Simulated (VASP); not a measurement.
# InSe (P-1) in VASP: further runs

InSe is run at these levels: PBE; tasks: single point.

All numbers are computed with VASP 6.6.1; they aren't measurements. Logs are shortened: lines on timing, memory, paths and dates and some standing lists are left out, and cuts for length are marked.

## Step 1: The cell of the first run

The typed cell holds 4 atoms: a = 6.102 Å, b = 6.102 Å, c = 5.708 Å, α = 107.13°, β = 107.13°, γ = 39.51°.

## Step 2: Single point, PBE (atoms displaced along several vibrational modes)

INCAR reads:

```
  PREC = Accurate
  ENCUT = 520
  EDIFF = 1E-6
  ISMEAR = 0
  SIGMA = 0.05
  LREAL = False
  LASPH = True
  NELM = 60
  ALGO = Normal
  ISIF = 2
  LWAVE = False
  LCHARG = True
  GGA = PE
  LELF = True
  LVHAR = True
  NBANDS = 27
```

KPOINTS reads:

```
regular mesh
0
Gamma
  8 8 6
```

POSCAR reads:

```
InSe
1.0
    5.7418854575     -2.0623790766     -0.1306417848
    5.7418854575      2.0623790766     -0.1306417848
   -1.6623467844      0.0000000000      5.4603689881
In Se
2 2
Direct
    0.8973344625      0.8668763649      0.0235225039
    0.1026655375      0.1331236351      0.9764774961
    0.6857531672      0.6270830607      0.7001519050
    0.3142468328      0.3729169393      0.2998480950
```

Potentials or basis: VASP PAW PBE potentials, release 64 (In_d, Se).

The run is started by

```
cat potpaw_PBE.64/In_d/POTCAR potpaw_PBE.64/Se/POTCAR > POTCAR
mpirun -np 1 vasp_std > vasp.out
```

OUTCAR:

```text
PREC = Accurate
   ENCUT = 520
   EDIFF = 1E-6
   ISMEAR = 0
   LREAL = False
   LASPH = True
   NELM = 60
   ISIF = 2
   GGA = PE

 ion  position               nearest neighbor table
   1  0.897  0.867  0.024-   4 2.58   3 2.67   2 2.81   4 2.86   2 3.54   2 3.68
   2  0.103  0.133  0.976-   3 2.58   4 2.67   1 2.81   3 2.86   1 3.54   1 3.68
   3  0.686  0.627  0.700-   2 2.58   1 2.67   2 2.86
   4  0.314  0.373  0.300-   1 2.58   2 2.67   1 2.86

  LATTYP: Found a base centered monoclinic cell.
 ALAT       =    11.4867429471
 B/A-ratio  =     0.3590885747
 C/A-ratio  =     0.4969036053
 COS(beta)  =    -0.3129261517

  Lattice vectors:

 A1 = (   5.7418854575,  -2.0623790766,  -0.1306417848)
 A2 = (   5.7418854575,   2.0623790766,  -0.1306417848)
 A3 = (  -1.6623467844,   0.0000000000,   5.4603689881)

Analysis of symmetry for initial positions (statically):
=====================================================================
 Subroutine PRICEL returns:
 Original cell was already a primitive cell.

 Routine SETGRP: Setting up the symmetry group for a
 base centered monoclinic supercell.

 Subroutine GETGRP returns: Found  2 space group operations
 (whereof  2 operations were pure point group operations)
 out of a pool of  4 trial point group operations.

The static configuration has the point symmetry S_2 .

Analysis of symmetry for dynamics (positions and initial velocities):
=====================================================================
 Subroutine PRICEL returns:
 Original cell was already a primitive cell.

 Routine SETGRP: Setting up the symmetry group for a
 base centered monoclinic supercell.

 Subroutine GETGRP returns: Found  2 space group operations
 (whereof  2 operations were pure point group operations)
 out of a pool of  4 trial point group operations.

The dynamic configuration has the point symmetry S_2 .

 Subroutine INISYM returns: Found  2 space group operations
 (whereof  2 operations are pure point group operations),
 and found     1 'primitive' translations

----------------------------------------------------------------------------------------

                                     Primitive cell

  volume of cell :     128.4270

  direct lattice vectors                    reciprocal lattice vectors
     5.741885457 -2.062379077 -0.130641785     0.087686792 -0.242438456  0.026695239
     5.741885457  2.062379077 -0.130641785     0.087686792  0.242438456  0.026695239
    -1.662346784  0.000000000  5.460368988     0.004195892  0.000000000  0.184415198

  length of vectors
     6.102435853  6.102435853  5.707803984     0.259187219  0.259187219  0.184462925

  position of ions in fractional coordinates (direct lattice)
     0.897334462  0.866876365  0.023522504
     0.102665538  0.133123635  0.976477496
     0.685753167  0.627083061  0.700151905
     0.314246833  0.372916939  0.299848095

  ion indices of the primitive-cell ions
   primitive index   ion index
                 1           1
                 2           2
                 3           3
                 4           4

----------------------------------------------------------------------------------------

 KPOINTS: regular mesh

Automatic generation of k-mesh.
 Grid dimensions read from file:
 generate k-points for:    8    8    6

 Generating k-lattice:

  Cartesian coordinates                     Fractional coordinates (reciprocal lattice)
     0.010960849 -0.030304807  0.003336905     0.125000000 -0.000000000  0.000000000
     0.010960849  0.030304807  0.003336905    -0.000000000  0.125000000  0.000000000
     0.000699315  0.000000000  0.030735866     0.000000000  0.000000000  0.166666667

  Length of vectors
     0.032398402  0.032398402  0.030743821

  Shift w.r.t. Gamma in fractional coordinates (k-lattice)
     0.000000000  0.000000000  0.000000000

 Subroutine IBZKPT returns following result:
 ===========================================

 Found    196 irreducible k-points:

 Following reciprocal coordinates:
            Coordinates               Weight
  0.000000  0.000000  0.000000      1.000000
  0.125000 -0.000000  0.000000      2.000000
  0.000000 -0.125000 -0.000000      2.000000
  0.250000 -0.000000  0.000000      2.000000
  0.000000 -0.250000 -0.000000      2.000000
  0.375000 -0.000000  0.000000      2.000000
[... 16 lines left out ...]
  0.375000  0.250000  0.000000      2.000000
 -0.250000 -0.375000 -0.000000      2.000000
 [... further k-points ...]
   k-points           NKPTS =    196   k-points in BZ     NKDIM =    196   number of bands    NBANDS=     27
   number of dos      NEDOS =    301   number of ions     NIONS =      4
   total plane-waves  NPLWV =  96768
   dimension x,y,z NGX =    48 NGY =   48 NGZ =   42
   dimension x,y,z NGXF=    96 NGYF=   96 NGZF=   84
   ions per type =               2   2
   NGX,Y,Z   is equivalent  to a cutoff of  13.08, 13.08, 12.23 a.u.
   NGXF,Y,Z  is equivalent  to a cutoff of  26.15, 26.15, 24.47 a.u.
 SYSTEM =  unknown system
   PREC   = accura    normal or accurate (medium, high low for compatibility)
   ISTART =      0    job   : 0-new  1-cont  2-samecut
   ICHARG =      2    charge: 1-file 2-atom 10-const
   ISPIN  =      1    spin polarized calculation?
   LNONCOLLINEAR =      F non collinear calculations
   LSORBIT =      F    spin-orbit coupling
   LASPH  =      T    aspherical Exc in radial PAW
   ENCUT  =  520.0 eV  38.22 Ry    6.18 a.u.  11.35 11.35 10.61*2*pi/ulx,y,z
   NELM   =     60;   NELMIN=  2; NELMDL= -5     # of ELM steps
   EDIFF  = 0.1E-05   stopping-criterion for ELM
   LREAL  =      F    real-space projection
   EDIFFG = 0.1E-04   stopping-criterion for IOM
   NSW    =      0    number of steps for IOM
   IBRION =     -1    ionic relax: 0-MD 1-quasi-New 2-CG
   NFREE  =      0    steps in history (QN), initial steepest desc. (CG)
   ISIF   =      2    stress and relaxation
   ISYM   =      2    0-nonsym 1-usesym 2-fastsym
   POTIM  = 0.5000    time-step for ionic-motion
   TEBEG  =    0.0;   TEEND  =   0.0 temperature during run
   PSTRESS=    0.0 pullay stress
   NELECT =      38.0000    total number of electrons
   NUPDOWN=      -1.0000    fix difference up-down
   EMIN   =  10.00;   EMAX   =-10.00  energy-range for DOS
   EFERMI =   0.00;   METHOD = LEGACY
   ISMEAR =     0;   SIGMA  =   0.05  broadening in eV -4-tet -1-fermi 0-gaus
   EFERMI_NEDOS =   21; number of points for ismear=-14 and -15
   IALGO  =     38    algorithm
   IMIX   =      4    mixing-type and parameters
     AMIX     =   0.40;   BMIX     =  1.00
     AMIX_MAG =   1.60;   BMIX_MAG =  1.00
  volume/ion in A,a.u.               =      32.11       216.67
  Fermi-wavevector in a.u.,A,eV,Ry     =   1.090897  2.061497 16.191712  1.190057
  Thomas-Fermi vector in A             =   2.227131
   LORBIT       =      0    0 simple, 1 ext, 2 COOP (PROOUT), +10 PAW based schemes
   GGA     = PE    functional components
   LHFCALC =     F    Hartree Fock is set to
   AEXX    =    0.0000 exact exchange contribution
   IVDW    =     0    specifies the selected vdW correction
   LEPSILON=     F    determine dielectric tensor
   LRPA    =     F    only Hartree local field effects (RPA)
 non-spin polarized calculation
 Gauss-broadening in eV      SIGMA  =   0.05
  energy-cutoff  :      520.00
  volume of cell :      128.43
 maximum number of plane-waves:      3490
 NGX is ok and might be reduce to    48
   NGX = 23   NGY = 23   NGZ = 21

 number of electron      37.9999994 magnetization

 Free energy of the ion-electron system (eV)
  ---------------------------------------------------
  ext. energy  EPLUGINS =         0.00000000
  ---------------------------------------------------
  free energy    TOTEN  =       -13.89320161 eV

  energy without entropy =      -13.89320161  energy(sigma->0) =      -13.89320161

 E-fermi :   3.2778     XC(G=0):  -8.4248

 val. band max:        3.0495980124   @ k =   0.5000   0.5000   0.0000
 cond. band min:       4.1343839119   @ k =  -0.3750  -0.3750   0.1667
 fundamental gap:      1.0847858995
 Fermi energy:         3.2778419820

 k-point     1 :       0.0000    0.0000    0.0000
  band No.  band energies     occupation
      1     -11.5878      2.00000
      2     -11.4648      2.00000
      3     -11.2651      2.00000
      4     -11.2583      2.00000
      5     -11.2280      2.00000
      6     -11.2070      2.00000
[... 19 lines left out ...]
     26       9.6479      0.00000
     27      10.3946      0.00000

 k-point     2 :       0.1250   -0.0000    0.0000
  band No.  band energies     occupation
      1     -11.5921      2.00000
      2     -11.4640      2.00000
      3     -11.3113      2.00000
      4     -11.2550      2.00000
      5     -11.2224      2.00000
      6     -11.1956      2.00000
[... 19 lines left out ...]
     26       9.4634      0.00000
     27      10.7903      0.00000

 k-point     3 :       0.0000   -0.1250   -0.0000
  band No.  band energies     occupation
      1     -11.5826      2.00000
      2     -11.4615      2.00000
      3     -11.3343      2.00000
      4     -11.2428      2.00000
      5     -11.2220      2.00000
      6     -11.1964      2.00000
[... 19 lines left out ...]
     26       9.3154      0.00000
     27      10.9669      0.00000

 k-point     4 :       0.2500   -0.0000    0.0000
  band No.  band energies     occupation
      1     -11.6018      2.00000
      2     -11.4723      2.00000
      3     -11.3740      2.00000
      4     -11.2683      2.00000
      5     -11.2071      2.00000
      6     -11.1945      2.00000
[... 19 lines left out ...]
     26      10.0896      0.00000
     27      10.2311      0.00000

 k-point     5 :       0.0000   -0.2500   -0.0000
  band No.  band energies     occupation
      1     -11.5700      2.00000
      2     -11.4625      2.00000
      3     -11.4107      2.00000
      4     -11.2594      2.00000
      5     -11.2066      2.00000
      6     -11.1972      2.00000
[... 19 lines left out ...]
     26       9.8656      0.00000
     27      10.2173      0.00000

 k-point     6 :       0.3750   -0.0000    0.0000
  band No.  band energies     occupation
      1     -11.6109      2.00000
      2     -11.5034      2.00000
      3     -11.4004      2.00000
      4     -11.2798      2.00000
      5     -11.2106      2.00000
      6     -11.1912      2.00000
[... 444 lines left out ...]
      1     -11.5862      2.00000
      2     -11.4722      2.00000
      3     -11.3952      2.00000
      4     -11.2532      2.00000
      5     -11.2074      2.00000
      6     -11.1855      2.00000
[... 19 lines left out ...]
     26       9.9743      0.00000
     27      10.2133      0.00000

 k-point    22 :       0.2500    0.2500    0.0000
  band No.  band energies     occupation
      1     -11.5856      2.00000
      2     -11.4340      2.00000
      3     -11.3302      2.00000
      4     -11.2467      2.00000
      5     -11.2298      2.00000
      6     -11.2088      2.00000
[... 19 lines left out ...]
     26       9.5120      0.00000
     27      10.4311      0.00000

 k-point    23 :       0.3750    0.2500    0.0000
  band No.  band energies     occupation
      1     -11.5985      2.00000
      2     -11.4282      2.00000
      3     -11.3308      2.00000
      4     -11.2780      2.00000
      5     -11.2333      2.00000
      6     -11.2014      2.00000
[... 19 lines left out ...]
     26       9.4404      0.00000
     27      10.2484      0.00000

 k-point    24 :      -0.2500   -0.3750   -0.0000
  band No.  band energies     occupation
      1     -11.5761      2.00000
      2     -11.4116      2.00000
      3     -11.3727      2.00000
      4     -11.2744      2.00000
      5     -11.2292      2.00000
      6     -11.1950      2.00000
[... 19 lines left out ...]
     26       9.3213      0.00000
     27      10.3263      0.00000

 [... further k-points ...]

------------------------ aborting loop because EDIFF is reached ----------------------------------------

  FORCE on cell =-STRESS in cart. coord.  units (eV):
  Direction    XX          YY          ZZ          XY          YZ          ZX
  --------------------------------------------------------------------------------------
  -------------------------------------------------------------------------------------
  Total        0.8566256      1.0211472      0.7202748      1.2484224     -2.4640961     -0.5636032
  in kB       10.6867416     12.7392133      8.9857120     15.5745614    -30.7405704     -7.0311719
  external PRESSURE =      10.8038890 kB  Pullay stress =       0.0000000 kB

 VOLUME and BASIS-vectors are now :
 -----------------------------------------------------------------------------
  energy-cutoff  :      520.00
  volume of cell :      128.43
      direct lattice vectors                 reciprocal lattice vectors
     5.741885457 -2.062379077 -0.130641785     0.087686792 -0.242438456  0.026695239
     5.741885457  2.062379077 -0.130641785     0.087686792  0.242438456  0.026695239
    -1.662346784  0.000000000  5.460368988     0.004195892  0.000000000  0.184415198

 POSITION                                       TOTAL-FORCE (eV/Angst)
 -----------------------------------------------------------------------------------
     10.09079     -0.06282     -0.10204         0.204235      0.610147      0.035058
     -0.26937      0.06282      5.30112        -0.204235     -0.610147     -0.035058
      6.37426     -0.12100      3.65158         0.245028      0.819846     -0.234609
      3.44716      0.12100      1.54751        -0.245028     -0.819846      0.234609
 -----------------------------------------------------------------------------------
    total drift:                               -0.000000      0.000000      0.000000

  FREE ENERGIE OF THE ION-ELECTRON SYSTEM (eV)
  ---------------------------------------------------
  free  energy   TOTEN  =       -13.8932016051 eV

  energy  without entropy=      -13.8932016051  energy(sigma->0) =      -13.89320161
```

Run time: 23 min. Hardware: 1 thread of Intel Xeon 8259CL, shared host; peak memory 0.73 GiB.

What came out:

```yaml
Free_energy: -13.8932 eV
Pressure: 1.1 GPa
Largest_force: 0.887 eV/Å
Band_gap_on_the_k_mesh: 1.08 eV (least direct gap 1.20 eV)
```

Forces on the atoms (eV/Å):
```
In   0.204  0.610  0.035
In  -0.204 -0.610 -0.035
Se   0.245  0.820 -0.235
Se  -0.245 -0.820  0.235
```

Levels at points of the mesh, in eV from the valence-band top:
```tsv
k point	band 17	band 18	band 19	band 20	band 21	band 22
(0.00, 0.00, 0.00)	-1.70	-1.16	-1.09	2.06	2.26	3.35
(0.50, 0.00, 0.00)	-2.06	-1.89	-1.44	1.85	2.27	3.49
(0.00, 0.50, 0.00)	-2.15	-1.55	-1.00	1.51	2.07	3.44
(0.50, 0.50, 0.00)	-1.70	-0.87	0.00	1.53	2.75	3.75
(0.00, 0.00, 0.50)	-1.67	-1.05	-0.72	1.22	1.79	3.38
(0.50, 0.00, 0.50)	-2.47	-1.66	-1.23	2.19	3.22	3.88
(0.00, 0.50, 0.50)	-2.25	-2.17	-1.10	2.14	3.06	4.19
(0.50, 0.50, 0.50)	-1.22	-0.86	-0.27	1.89	2.88	3.19
```

Caveat: the cell differs from its parent crystal (atoms displaced along several vibrational modes); spin-orbit coupling is left out, which moves the levels of the heavy elements. A k mesh can miss the band edges.

[end of part 1 of 2]
